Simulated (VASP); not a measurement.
# Al3Cu (P4mm) in VASP: further runs

Al3Cu is run at these levels: PBEsol; tasks: single point.

Program: VASP 6.6.1. These are calculated values, not measurements. Logs are shortened: lines on timing, memory, paths and dates and some standing lists are left out, and cuts for length are marked.

### Step 1. The cell of the first run

The structure is tetragonal, space group P4mm (No. 99). Conventional cell: a = 3.892 Å, b = 3.892 Å, c = 3.892 Å, α = 90.00°, β = 90.00°, γ = 90.00°. Al (site symmetry 2mm) has 4 Cu at 2.68 to 2.82 Å and 8 Al at 2.75 Å within 3.5 Å. Within 3.6 Å of Al (site symmetry 4mm) lie 8 Al at 2.75 Å and 4 Cu at 2.75 Å. Within 3.5 Å of Cu (site symmetry 4mm) lie 12 Al at 2.68 to 2.82 Å.

### Step 2. Single point, PBEsol (atom 4 (Cu) moved -0.100 Å along Cartesian [0 0 1])

Contents of INCAR:

```
SYSTEM = Al3Cu
  PREC = Accurate
  ENCUT = 520
  EDIFF = 1E-6
  ISMEAR = 0
  SIGMA = 0.15
  LREAL = .False.
  LASPH = .True.
  NELM = 80
  ALGO = Fast
  ISIF = 2
  LWAVE = .False.
  LCHARG = .False.
  GGA = PS
  NBANDS = 18
```

Contents of KPOINTS:

```
Automatic mesh
0
Gamma
  12 12 12
  0 0 0
```

Contents of POSCAR:

```
Al3Cu
1.0
    3.8923537780      0.0000000000      0.0000000000
    0.0000000000      3.8923537780      0.0000000000
    0.0000000000      0.0000000000      3.8923537780
Al Cu
3 1
Direct
    0.0000000000      0.5000000000      0.5000000000
    0.5000000000      0.0000000000      0.5000000000
    0.5000000000      0.5000000000      0.0000000000
    0.0000000000      0.0000000000     -0.0256913954
```

Potentials or basis: VASP PAW PBE potentials, release 64 (Al, Cu).

The run is started by

```
$ cat potpaw_PBE.64/Al/POTCAR potpaw_PBE.64/Cu/POTCAR > POTCAR
$ mpirun -np 1 vasp_std > vasp.out
```

OUTCAR:

```text
SYSTEM = Al3Cu
   PREC = Accurate
   ENCUT = 520
   EDIFF = 1E-6
   ISMEAR = 0
   LREAL = .False.
   LASPH = .True.
   NELM = 80
   ISIF = 2
   GGA = PS

 ion  position               nearest neighbor table
   1  0.000  0.500  0.500-   4 2.68   4 2.68   2 2.75   3 2.75   2 2.75   3 2.75   2 2.75   3 2.75
                             3 2.75   2 2.75   4 2.82   4 2.82
   2  0.500  0.000  0.500-   4 2.68   4 2.68   1 2.75   3 2.75   1 2.75   3 2.75   3 2.75   1 2.75
                             3 2.75   1 2.75   4 2.82   4 2.82
   3  0.500  0.500  0.000-   1 2.75   2 2.75   1 2.75   2 2.75   2 2.75   2 2.75   1 2.75   1 2.75
                             4 2.75   4 2.75   4 2.75   4 2.75
   4  0.000  0.000  0.974-   1 2.68   2 2.68   1 2.68   2 2.68   3 2.75   3 2.75   3 2.75   3 2.75
                             2 2.82   1 2.82   2 2.82   1 2.82

  LATTYP: Found a simple cubic cell.
 ALAT       =     3.8923537780

  Lattice vectors:

 A1 = (   3.8923537780,   0.0000000000,   0.0000000000)
 A2 = (   0.0000000000,   3.8923537780,   0.0000000000)
 A3 = (   0.0000000000,   0.0000000000,   3.8923537780)

Analysis of symmetry for initial positions (statically):
=====================================================================
 Subroutine PRICEL returns:
 Original cell was already a primitive cell.

 Routine SETGRP: Setting up the symmetry group for a
 simple cubic supercell.

 Subroutine GETGRP returns: Found  8 space group operations
 (whereof  8 operations were pure point group operations)
 out of a pool of 48 trial point group operations.

The static configuration has the point symmetry C_4v.

Analysis of symmetry for dynamics (positions and initial velocities):
=====================================================================
 Subroutine PRICEL returns:
 Original cell was already a primitive cell.

 Routine SETGRP: Setting up the symmetry group for a
 simple cubic supercell.

 Subroutine GETGRP returns: Found  8 space group operations
 (whereof  8 operations were pure point group operations)
 out of a pool of 48 trial point group operations.

The dynamic configuration has the point symmetry C_4v.

 Subroutine INISYM returns: Found  8 space group operations
 (whereof  8 operations are pure point group operations),
 and found     1 'primitive' translations

----------------------------------------------------------------------------------------

                                     Primitive cell

  volume of cell :      58.9708

  direct lattice vectors                    reciprocal lattice vectors
[... 97 lines left out ...]
   ISIF   =      2    stress and relaxation
   ISYM   =      2    0-nonsym 1-usesym 2-fastsym
   POTIM  = 0.5000    time-step for ionic-motion
   TEBEG  =    0.0;   TEEND  =   0.0 temperature during run
   PSTRESS=    0.0 pullay stress
   NELECT =      20.0000    total number of electrons
   NUPDOWN=      -1.0000    fix difference up-down
   EMIN   =  10.00;   EMAX   =-10.00  energy-range for DOS
   EFERMI =   0.00;   METHOD = LEGACY
   ISMEAR =     0;   SIGMA  =   0.15  broadening in eV -4-tet -1-fermi 0-gaus
   EFERMI_NEDOS =   21; number of points for ismear=-14 and -15
   IALGO  =     68    algorithm
   IMIX   =      4    mixing-type and parameters
     AMIX     =   0.40;   BMIX     =  1.00
     AMIX_MAG =   1.60;   BMIX_MAG =  1.00
  volume/ion in A,a.u.               =      14.74        99.49
  Fermi-wavevector in a.u.,A,eV,Ry     =   1.141666  2.157437 17.733861  1.303402
  Thomas-Fermi vector in A             =   2.278366
   LORBIT       =      0    0 simple, 1 ext, 2 COOP (PROOUT), +10 PAW based schemes
   GGA     = PS    functional components
   LHFCALC =     F    Hartree Fock is set to
   AEXX    =    0.0000 exact exchange contribution
   IVDW    =     0    specifies the selected vdW correction
   LEPSILON=     F    determine dielectric tensor
   LRPA    =     F    only Hartree local field effects (RPA)
 non-spin polarized calculation
 RMM-DIIS sequential band-by-band and
 Gauss-broadening in eV      SIGMA  =   0.15
  energy-cutoff  :      520.00
  volume of cell :       58.97
 maximum number of plane-waves:      1622
 NGX is ok and might be reduce to    30
   NGX = 15   NGY = 15   NGZ = 15

 number of electron      19.9999998 magnetization

 Free energy of the ion-electron system (eV)
  ---------------------------------------------------
  ext. energy  EPLUGINS =         0.00000000
  ---------------------------------------------------
  free energy    TOTEN  =       -16.71594901 eV

  energy without entropy =      -16.70272080  energy(sigma->0) =      -16.70933490

 E-fermi :   8.4215     XC(G=0): -10.9301

 val. band max:        8.4192051518   @ k =   0.0000   0.0833   0.0833
 cond. band min:       8.4495078104   @ k =   0.2500   0.5000   0.5000
 fundamental gap:      0.0303026586
 Fermi energy:         8.4214789749

 k-point     1 :       0.0000    0.0000    0.0000
  band No.  band energies     occupation
      1      -2.8676      2.00000
      2       4.0497      2.00000
      3       4.0532      2.00000
      4       4.7764      2.00000
      5       4.7764      2.00000
      6       4.7850      2.00000
[... 481 lines left out ...]
      5       4.4593      2.00000
      6       4.7878      2.00000
[... 10 lines left out ...]
     17      14.8663      0.00000
     18      16.0906      0.00000

 [... further k-points ...]

------------------------ aborting loop because EDIFF is reached ----------------------------------------

  FORCE on cell =-STRESS in cart. coord.  units (eV):
  Direction    XX          YY          ZZ          XY          YZ          ZX
  --------------------------------------------------------------------------------------
  -------------------------------------------------------------------------------------
  Total        0.0668333      0.0668333      0.1089144      0.0000000     -0.0000000     -0.0000000
  in kB        1.8157935      1.8157935      2.9590966      0.0000000     -0.0000000     -0.0000000
  external PRESSURE =       2.1968946 kB  Pullay stress =       0.0000000 kB

 VOLUME and BASIS-vectors are now :
 -----------------------------------------------------------------------------
  energy-cutoff  :      520.00
  volume of cell :       58.97
      direct lattice vectors                 reciprocal lattice vectors
     3.892353778  0.000000000  0.000000000     0.256913954  0.000000000  0.000000000
     0.000000000  3.892353778  0.000000000     0.000000000  0.256913954  0.000000000
     0.000000000  0.000000000  3.892353778     0.000000000  0.000000000  0.256913954

 POSITION                                       TOTAL-FORCE (eV/Angst)
 -----------------------------------------------------------------------------------
      0.00000      1.94618      1.94618         0.000000     -0.000000     -0.112331
      1.94618      0.00000      1.94618         0.000000     -0.000000     -0.112331
      1.94618      1.94618      0.00000         0.000000     -0.000000      0.031808
      0.00000      0.00000      3.79235        -0.000000      0.000000      0.192853
 -----------------------------------------------------------------------------------
    total drift:                                0.000000     -0.000000     -0.000999

  FREE ENERGIE OF THE ION-ELECTRON SYSTEM (eV)
  ---------------------------------------------------
  free  energy   TOTEN  =       -16.7159490109 eV

  energy  without entropy=      -16.7027207962  energy(sigma->0) =      -16.70933490
```

OSZICAR:

```text
N       E                     dE             d eps       ncg     rms          rms(c)
DAV:   1     0.725186529554E+02    0.72519E+02   -0.82376E+03  7064   0.116E+03
DAV:   2    -0.154048019749E+02   -0.87923E+02   -0.81631E+02  7262   0.215E+02
DAV:   3    -0.195449408883E+02   -0.41401E+01   -0.39879E+01  9650   0.522E+01
DAV:   4    -0.196436235262E+02   -0.98683E-01   -0.98192E-01 10030   0.654E+00
DAV:   5    -0.196462757965E+02   -0.26523E-02   -0.26520E-02  9884   0.109E+00    0.183E+01
RMM:   6    -0.255926493763E+02   -0.59464E+01   -0.70787E+01  9139   0.116E+02    0.172E+01
RMM:   7    -0.173029037472E+02    0.82897E+01   -0.22889E+01  7846   0.693E+01    0.482E+00
RMM:   8    -0.167573311183E+02    0.54557E+00   -0.25439E+00  7642   0.233E+01    0.131E+00
RMM:   9    -0.167224487376E+02    0.34882E-01   -0.30011E-01  7802   0.285E+00    0.712E-01
RMM:  10    -0.167175268963E+02    0.49218E-02   -0.51988E-02  8569   0.203E+00    0.259E-01
RMM:  11    -0.167166787123E+02    0.84818E-03   -0.12900E-02  9068   0.744E-01    0.239E-01
RMM:  12    -0.167162830295E+02    0.39568E-03   -0.76665E-03  8935   0.130E+00    0.178E-01
RMM:  13    -0.167159246418E+02    0.35839E-03   -0.14062E-03  8959   0.513E-01    0.436E-02
RMM:  14    -0.167159372653E+02   -0.12624E-04   -0.34681E-04 10052   0.227E-01    0.281E-02
RMM:  15    -0.167159532945E+02   -0.16029E-04   -0.14524E-04  9356   0.799E-02    0.464E-02
RMM:  16    -0.167159505977E+02    0.26968E-05   -0.49406E-05  8880   0.985E-02    0.335E-02
RMM:  17    -0.167159485564E+02    0.20413E-05   -0.13631E-05  8757   0.397E-02    0.281E-02
RMM:  18    -0.167159490109E+02   -0.45448E-06   -0.33527E-06  6374   0.140E-02
   1 F= -.16715949E+02 E0= -.16709335E+02  d E =-.132282E-01
```

Run time: 2.3 min. Hardware: 1 thread of Intel Xeon Platinum 8488C (Sapphire Rapids), shared host; peak memory 0.31 GiB.

Results:

* Free energy: -16.7159 eV
* Pressure: 0.2 GPa
* Largest force: 0.193 eV/Å
* Band gap on the k mesh: zero (bands 10 and 11 overlap by 4.08 eV)

Forces in eV/Å, atoms in the order of the input:
```
Al   0.000  0.000 -0.112
Al   0.000  0.000 -0.112
Al   0.000  0.000  0.032
Cu   0.000  0.000  0.193
```

Stress tensor (GPa, compression positive):
```
0.18 0.00 0.00
0.00 0.18 0.00
0.00 0.00 0.30
```

Levels at points of the mesh, in eV from the Fermi level:
| k point | band 6 | band 7 | band 8 | band 9 | band 10 | band 11 | band 12 | band 13 | band 14 | band 15 |
| --- | --- | --- | --- | --- | --- | --- | --- | --- | --- | --- |
| (0.00, 0.00, 0.00) | -3.64 | -2.43 | -2.43 | -2.43 | -0.60 | 0.49 | 0.51 | 6.48 | 6.48 | 6.50 |
| (0.50, 0.00, 0.00) | -3.61 | -3.43 | 0.24 | 0.24 | 0.27 | 0.32 | 0.74 | 2.01 | 2.34 | 3.34 |
| (0.00, 0.00, 0.50) | -3.60 | -3.43 | 0.16 | 0.16 | 0.40 | 0.40 | 0.70 | 1.98 | 2.35 | 3.34 |
| (0.50, 0.50, 0.00) | -3.87 | -3.43 | -3.35 | -3.10 | 1.34 | 2.93 | 2.93 | 3.33 | 3.83 | 3.83 |
| (0.00, 0.50, 0.50) | -3.87 | -3.43 | -3.35 | -3.10 | 1.34 | 2.90 | 2.98 | 3.40 | 3.74 | 3.77 |
| (0.50, 0.50, 0.50) | -4.03 | -4.03 | -3.43 | -3.42 | -2.46 | -1.91 | -1.91 | -1.91 | 12.22 | 12.24 |

Caveat: the cell differs from its parent crystal (atom 4 (Cu) moved -0.100 Å along Cartesian [0 0 1]); the PAW data sets were made with another functional, which shifts forces and pressure a little.

(Continued in part 2 of 2.)

The gap in the log of VASP goes by the Fermi energy; the results here count the filled bands.